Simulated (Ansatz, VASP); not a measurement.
**MoS2: VASP beside Ansatz**

```
Mo S
1.0
     3.17477    0.00000    0.00000
    -1.58738    2.74943    0.00000
     0.00000    0.00000    5.80658
Mo S
1 2
Direct
  0.00000 0.00000 0.50000
  0.33333 0.66667 0.22908
  0.66667 0.33333 0.77092
```

Alike in both runs: task single point; functional r2SCAN; k mesh 18 × 18 × 8; occupations gaussian, width 0.1 eV; no spin polarisation.

|  | VASP | Ansatz |
| --- | --- | --- |
| version | VASP 6.6.1 | Ansatz 0.2.0 |
| potentials or method | VASP PAW PBE potentials, release 64 (Mo_sv, S) | scalar-relativistic, plane waves, PAW |
| plane-wave cutoff (eV) | 520 | 500 |
| valence electrons in the cell | 26 | 26 |

|  | VASP | Ansatz | Ansatz less VASP |
| --- | --- | --- | --- |
| gap on the k mesh at the Fermi level (eV) | none | none | - |
| pressure (GPa) | 3.6 | 3.5 | -0.06 |
| traceless stress, the component that is largest in VASP (GPa) | -1.74 | -1.76 | -0.010 |
| rms of the force components (eV/Å) | 0.140 | 0.141 | +0.0013 |

VASP's potentials were made for PBE, not for r2SCAN. Atom by atom the forces differ by 0.001 eV/Å (rms over components). A gap of «none» marks a metal or a gap that the smearing closes. With one functional, cell and mesh, what is left measures potentials, basis and numerics.
